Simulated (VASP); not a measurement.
Si31Sn, 64 atoms in the cell. The typed cell holds 64 atoms: a = 10.932 Å, b = 10.932 Å, c = 10.932 Å, α = 90.00°, β = 90.00°, γ = 90.00°. 

```yaml
Program: VASP 6.6.1
Task: single point
Functional: PBEsol
Potentials_or_basis: VASP PAW PBE potentials, release 64 (Si, Sn_d)
Cutoff: 500 eV
k_mesh: 1 × 1 × 1, shifted
Occupations: fermi-dirac, width 0.05 eV
Spin: no spin polarisation
Dipole_correction: no
Further_INCAR_settings: LREAL = Auto; ALGO = Normal; EDIFF = 1e-06; NBANDS = 176; ISYM = -1
```

Potentials or basis: VASP PAW PBE potentials, release 64 (Si, Sn_d).

Launch:

```console
$ cat potpaw_PBE.64/Si/POTCAR potpaw_PBE.64/Sn_d/POTCAR > POTCAR
$ mpirun -np 1 vasp_std > vasp.out
```

Hardware: 1 thread of Intel(R) Xeon(R) 6975P-C (Granite Rapids), with other jobs on the host.

Task: How long does it take, and how much memory?

Result: Wall time 3.6 min on 1 thread of Intel(R) Xeon(R) 6975P-C (Granite Rapids) (shared host), peak memory 0.96 GiB. Counts: scf iterations 14, k points 1.
